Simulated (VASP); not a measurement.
# GaP (Fm-3m) in VASP: a series of runs

Runs on GaP. Level: PBE. Tasks: single point.

All numbers are computed with VASP 6.6.1; they aren't measurements. Logs are shortened: lines on timing, memory, paths and dates and some standing lists are left out, and cuts for length are marked.

**1. The cell of the first run**

It takes space group Fm-3m (No. 225, cubic). The conventional cell has a = 4.716 Å, b = 4.716 Å, c = 4.716 Å, α = 90.00°, β = 90.00°, γ = 90.00°. Ga (site symmetry m-3m) has 6 P at 2.36 Å within 3.1 Å. Within 3.1 Å of P (site symmetry m-3m) lie 6 Ga at 2.36 Å.

**2. Single point, PBE (N replaced by P, lengths x 1.112, strained)**

INCAR

```
SYSTEM = GaP
PREC     = Accurate       ! precision mode
ENCUT    = 520            ! plane-wave cutoff, eV
EDIFF    = 1E-6           ! SCF threshold, eV
ISMEAR   = 0              ! smearing method
SIGMA    = 0.1            ! smearing width, eV
LREAL    = .False.        ! projectors in reciprocal space
LASPH    = .True.         ! aspherical terms in the spheres
NELM     = 60             ! most SCF steps
ALGO     = Normal         ! electronic algorithm
ISIF     = 2              ! what is computed and relaxed
LWAVE    = .False.        ! write WAVECAR
LCHARG   = .False.        ! write CHGCAR
GGA      = PE             ! functional
NBANDS   = 16             ! bands
```

KPOINTS

```
regular mesh
0
Gamma
  16 16 16
  0 0 0
```

POSCAR

```
GaP
1.0
    0.0000000000      2.3580122323      2.3580122323
    2.3580122323      0.0000000000      2.3580122323
    2.3580122323      2.3580122323      0.0000000000
Ga P
1 1
Direct
    0.0000000000      0.0000000000      0.0000000000
    0.5000000000      0.5000000000      0.5000000000
```

Potentials or basis: VASP PAW PBE potentials, release 64 (Ga_d, P).

Launch:

```console
$ cat potpaw_PBE.64/Ga_d/POTCAR potpaw_PBE.64/P/POTCAR > POTCAR
$ mpirun -np 1 vasp_std > vasp.out
```

OUTCAR:

```text
SYSTEM = GaP
   PREC = Accurate
   ENCUT = 520
   EDIFF = 1E-6
   ISMEAR = 0
   LREAL = .False.
   LASPH = .True.
   NELM = 60
   ISIF = 2
   GGA = PE

 ion  position               nearest neighbor table
   1  0.000  0.000  0.000-   2 2.36   2 2.36   2 2.36   2 2.36   2 2.36   2 2.36
   2  0.500  0.500  0.500-   1 2.36   1 2.36   1 2.36   1 2.36   1 2.36   1 2.36

  LATTYP: Found a face centered cubic cell.
 ALAT       =     4.7160244646

  Lattice vectors:

 A1 = (   0.0000000000,   2.3580122323,   2.3580122323)
 A2 = (   2.3580122323,   0.0000000000,   2.3580122323)
 A3 = (   2.3580122323,   2.3580122323,   0.0000000000)

Analysis of symmetry for initial positions (statically):
=====================================================================
 Subroutine PRICEL returns:
 Original cell was already a primitive cell.

 Routine SETGRP: Setting up the symmetry group for a
 face centered cubic supercell.

 Subroutine GETGRP returns: Found 48 space group operations
 (whereof 48 operations were pure point group operations)
 out of a pool of 48 trial point group operations.

The static configuration has the point symmetry O_h .

Analysis of symmetry for dynamics (positions and initial velocities):
=====================================================================
 Subroutine PRICEL returns:
 Original cell was already a primitive cell.

 Routine SETGRP: Setting up the symmetry group for a
 face centered cubic supercell.

 Subroutine GETGRP returns: Found 48 space group operations
 (whereof 48 operations were pure point group operations)
 out of a pool of 48 trial point group operations.

The dynamic configuration has the point symmetry O_h .

 Subroutine INISYM returns: Found 48 space group operations
 (whereof 48 operations are pure point group operations),
 and found     1 'primitive' translations

----------------------------------------------------------------------------------------

                                     Primitive cell

  volume of cell :      26.2221

  direct lattice vectors                    reciprocal lattice vectors
     0.000000000  2.358012232  2.358012232    -0.212043005  0.212043005  0.212043005
     2.358012232  0.000000000  2.358012232     0.212043005 -0.212043005  0.212043005
     2.358012232  2.358012232  0.000000000     0.212043005  0.212043005 -0.212043005

  length of vectors
     3.334732879  3.334732879  3.334732879     0.367269258  0.367269258  0.367269258

  position of ions in fractional coordinates (direct lattice)
     0.000000000  0.000000000  0.000000000
     0.500000000  0.500000000  0.500000000

  ion indices of the primitive-cell ions
   primitive index   ion index
                 1           1
                 2           2

----------------------------------------------------------------------------------------

 KPOINTS: regular mesh

Automatic generation of k-mesh.
 Grid dimensions read from file:
 generate k-points for:   16   16   16

 Generating k-lattice:

  Cartesian coordinates                     Fractional coordinates (reciprocal lattice)
    -0.013252688  0.013252688  0.013252688     0.062500000  0.000000000  0.000000000
     0.013252688 -0.013252688  0.013252688     0.000000000  0.062500000  0.000000000
     0.013252688  0.013252688 -0.013252688     0.000000000  0.000000000  0.062500000

  Length of vectors
     0.022954329  0.022954329  0.022954329

  Shift w.r.t. Gamma in fractional coordinates (k-lattice)
     0.000000000  0.000000000  0.000000000

 Subroutine IBZKPT returns following result:
 ===========================================

 Found    145 irreducible k-points:

 Following reciprocal coordinates:
            Coordinates               Weight
  0.000000  0.000000  0.000000      1.000000
  0.062500  0.000000  0.000000      8.000000
  0.125000  0.000000  0.000000      8.000000
  0.187500  0.000000  0.000000      8.000000
  0.250000  0.000000  0.000000      8.000000
  0.312500  0.000000  0.000000      8.000000
[... 16 lines left out ...]
 -0.125000  0.062500  0.000000     24.000000
 -0.062500  0.062500  0.000000     12.000000
 [... further k-points ...]
   k-points           NKPTS =    145   k-points in BZ     NKDIM =    145   number of bands    NBANDS=     16
   number of dos      NEDOS =    301   number of ions     NIONS =      2
   total plane-waves  NPLWV =  21952
   dimension x,y,z NGX =    28 NGY =   28 NGZ =   28
   dimension x,y,z NGXF=    56 NGYF=   56 NGZF=   56
   ions per type =               1   1
   NGX,Y,Z   is equivalent  to a cutoff of  13.96, 13.96, 13.96 a.u.
   NGXF,Y,Z  is equivalent  to a cutoff of  27.92, 27.92, 27.92 a.u.
 SYSTEM =  GaP
   PREC   = accura    normal or accurate (medium, high low for compatibility)
   ISTART =      0    job   : 0-new  1-cont  2-samecut
   ICHARG =      2    charge: 1-file 2-atom 10-const
   ISPIN  =      1    spin polarized calculation?
   LNONCOLLINEAR =      F non collinear calculations
   LSORBIT =      F    spin-orbit coupling
   LASPH  =      T    aspherical Exc in radial PAW
   ENCUT  =  520.0 eV  38.22 Ry    6.18 a.u.   6.20  6.20  6.20*2*pi/ulx,y,z
   NELM   =     60;   NELMIN=  2; NELMDL= -5     # of ELM steps
   EDIFF  = 0.1E-05   stopping-criterion for ELM
   LREAL  =      F    real-space projection
   EDIFFG = 0.1E-04   stopping-criterion for IOM
   NSW    =      0    number of steps for IOM
   IBRION =     -1    ionic relax: 0-MD 1-quasi-New 2-CG
   NFREE  =      0    steps in history (QN), initial steepest desc. (CG)
   ISIF   =      2    stress and relaxation
   ISYM   =      2    0-nonsym 1-usesym 2-fastsym
   POTIM  = 0.5000    time-step for ionic-motion
   TEBEG  =    0.0;   TEEND  =   0.0 temperature during run
   PSTRESS=    0.0 pullay stress
   NELECT =      18.0000    total number of electrons
   NUPDOWN=      -1.0000    fix difference up-down
   EMIN   =  10.00;   EMAX   =-10.00  energy-range for DOS
   EFERMI =   0.00;   METHOD = LEGACY
   ISMEAR =     0;   SIGMA  =   0.10  broadening in eV -4-tet -1-fermi 0-gaus
   EFERMI_NEDOS =   21; number of points for ismear=-14 and -15
   IALGO  =     38    algorithm
   IMIX   =      4    mixing-type and parameters
     AMIX     =   0.40;   BMIX     =  1.00
     AMIX_MAG =   1.60;   BMIX_MAG =  1.00
  volume/ion in A,a.u.               =      13.11        88.48
  Fermi-wavevector in a.u.,A,eV,Ry     =   1.444141  2.729031 28.375540  2.085543
  Thomas-Fermi vector in A             =   2.562469
   LORBIT       =      0    0 simple, 1 ext, 2 COOP (PROOUT), +10 PAW based schemes
   GGA     = PE    functional components
   LHFCALC =     F    Hartree Fock is set to
   AEXX    =    0.0000 exact exchange contribution
   IVDW    =     0    specifies the selected vdW correction
   LEPSILON=     F    determine dielectric tensor
   LRPA    =     F    only Hartree local field effects (RPA)
 non-spin polarized calculation
 Gauss-broadening in eV      SIGMA  =   0.10
  energy-cutoff  :      520.00
  volume of cell :       26.22
 maximum number of plane-waves:       725
 NGX is ok and might be reduce to    28
   NGX = 13   NGY = 13   NGZ = 13

 number of electron      18.0000006 magnetization

 Free energy of the ion-electron system (eV)
  ---------------------------------------------------
  ext. energy  EPLUGINS =         0.00000000
  ---------------------------------------------------
  free energy    TOTEN  =        -7.44754446 eV

  energy without entropy =       -7.44285048  energy(sigma->0) =       -7.44519747

 E-fermi :   9.9722     XC(G=0): -12.2977

 val. band max:        9.9457364191   @ k =   0.4375   0.2500   0.0000
 cond. band min:       9.9732369806   @ k =   0.2500   0.0625   0.0000
 fundamental gap:      0.0275005615
 Fermi energy:         9.9722295815

 k-point     1 :       0.0000    0.0000    0.0000
  band No.  band energies     occupation
      1      -5.8703      2.00000
      2      -5.2322      2.00000
      3      -5.2322      2.00000
      4      -5.1876      2.00000
      5      -5.1876      2.00000
      6      -5.1876      2.00000
[... 8 lines left out ...]
     15      20.3239      0.00000
     16      20.3239      0.00000

 k-point     2 :       0.0625    0.0000    0.0000
  band No.  band energies     occupation
      1      -5.7961      2.00000
      2      -5.2347      2.00000
      3      -5.2347      2.00000
      4      -5.1884      2.00000
      5      -5.1844      2.00000
      6      -5.1844      2.00000
[... 8 lines left out ...]
     15      18.9600      0.00000
     16      20.2068      0.00000

 k-point     3 :       0.1250    0.0000    0.0000
  band No.  band energies     occupation
      1      -5.5779      2.00000
      2      -5.2432      2.00000
      3      -5.2432      2.00000
      4      -5.1868      2.00000
      5      -5.1737      2.00000
      6      -5.1737      2.00000
[... 8 lines left out ...]
     15      18.0524      0.00000
     16      19.8863      0.00000

 k-point     4 :       0.1875    0.0000    0.0000
  band No.  band energies     occupation
      1      -5.2913      2.00000
      2      -5.2578      2.00000
      3      -5.2578      2.00000
      4      -5.1558      2.00000
      5      -5.1558      2.00000
      6      -5.1085      2.00000
[... 8 lines left out ...]
     15      18.4355      0.00000
     16      19.7164      0.00000
[... 324 lines left out ...]
 k-point    22 :      -0.1875    0.0625    0.0000
  band No.  band energies     occupation
      1      -5.2882      2.00000
      2      -5.2717      2.00000
      3      -5.2275      2.00000
      4      -5.1604      2.00000
      5      -5.1532      2.00000
      6      -4.9034      2.00000
[... 8 lines left out ...]
     15      19.7676      0.00000
     16      20.5837      0.00000

 k-point    23 :      -0.1250    0.0625    0.0000
  band No.  band energies     occupation
      1      -5.4330      2.00000
      2      -5.2557      2.00000
      3      -5.2342      2.00000
      4      -5.1902      2.00000
      5      -5.1703      2.00000
      6      -5.1409      2.00000
[... 8 lines left out ...]
     15      19.3078      0.00000
     16      20.4377      0.00000

 k-point    24 :      -0.0625    0.0625    0.0000
  band No.  band energies     occupation
      1      -5.6756      2.00000
      2      -5.2432      2.00000
      3      -5.2333      2.00000
      4      -5.1910      2.00000
      5      -5.1807      2.00000
      6      -5.1742      2.00000
[... 8 lines left out ...]
     15      18.9309      0.00000
     16      20.6185      0.00000

 [... further k-points ...]

------------------------ aborting loop because EDIFF is reached ----------------------------------------

  FORCE on cell =-STRESS in cart. coord.  units (eV):
  Direction    XX          YY          ZZ          XY          YZ          ZX
  --------------------------------------------------------------------------------------
  -------------------------------------------------------------------------------------
  Total        7.1442197      7.1442197      7.1442197     -0.0000000      0.0000000      0.0000000
  in kB      436.5130443    436.5130443    436.5130443     -0.0000000      0.0000000      0.0000000
  external PRESSURE =     436.5130443 kB  Pullay stress =       0.0000000 kB

 VOLUME and BASIS-vectors are now :
 -----------------------------------------------------------------------------
  energy-cutoff  :      520.00
  volume of cell :       26.22
      direct lattice vectors                 reciprocal lattice vectors
     0.000000000  2.358012232  2.358012232    -0.212043005  0.212043005  0.212043005
     2.358012232  0.000000000  2.358012232     0.212043005 -0.212043005  0.212043005
     2.358012232  2.358012232  0.000000000     0.212043005  0.212043005 -0.212043005

 POSITION                                       TOTAL-FORCE (eV/Angst)
 -----------------------------------------------------------------------------------
      0.00000      0.00000      0.00000         0.000000      0.000000     -0.000000
      2.35801      2.35801      2.35801         0.000000      0.000000      0.000000
 -----------------------------------------------------------------------------------
    total drift:                               -0.000000      0.000000      0.000000

  FREE ENERGIE OF THE ION-ELECTRON SYSTEM (eV)
  ---------------------------------------------------
  free  energy   TOTEN  =        -7.4475444586 eV

  energy  without entropy=       -7.4428504821  energy(sigma->0) =       -7.44519747
```

Run time: 36 s. Hardware: 1 thread of Intel Xeon Platinum 8488C (Sapphire Rapids), shared host; peak memory 0.2 GiB.

Results:

```
Free energy            : -7.4475 eV
Pressure               : 43.7 GPa
Band gap on the k mesh : zero (band 9 reaches 10.64 eV, above the bottom of band 10 at 7.16 eV)
```

Caveat: the cell differs from its parent crystal (N replaced by P, lengths x 1.112, strained).

**3. Single point, PBE (N replaced by P, lengths x 1.112, strained)**

INCAR

```
PREC = Accurate
ENCUT = 500
EDIFF = 1E-6
ISMEAR = 0
SIGMA = 0.1
LREAL = F
LASPH = T
NELM = 120
ALGO = Normal
ISIF = 2
LWAVE = F
LCHARG = F
GGA = PE
NBANDS = 16
GGA_COMPAT = F
```

KPOINTS

```
Automatic mesh
0
Gamma
  6 6 6
```

POSCAR is that of step 2.

Potentials or basis: VASP PAW PBE potentials, release 64 (Ga_d, P).

Launch:

```console
$ cat potpaw_PBE.64/Ga_d/POTCAR potpaw_PBE.64/P/POTCAR > POTCAR
$ mpirun -np 1 vasp_std > vasp.out
```

It took 8.5 s on 1 thread of AMD EPYC 7R43 (Zen 3), shared host; peak memory 0.1 GiB.

Results (log left out):

```yaml
Free_energy: -7.4630 eV
Pressure: 44.2 GPa
Band_gap_on_the_k_mesh: zero (band 9 reaches 10.68 eV, above the bottom of band 10 at 7.16 eV)
```

Levels at points of the mesh, in eV from the Fermi level:
```csv
k point,band 5,band 6,band 7,band 8,band 9,band 10,band 11,band 12,band 13,band 14
"(0.00, 0.00, 0.00)",-15.11,-15.11,-0.01,-0.01,-0.01,4.73,6.90,6.90,6.90,10.41
"(0.50, 0.00, 0.00)",-14.99,-11.95,-9.61,0.25,0.25,2.77,2.77,3.59,7.20,13.56
"(0.50, 0.50, 0.00)",-14.95,-9.96,-7.92,-3.69,-3.69,-2.76,2.45,13.83,13.83,13.96
```

Caveat: the k points lie up to 0.38 Å⁻¹ apart; the cell differs from its parent crystal (N replaced by P, lengths x 1.112, strained).
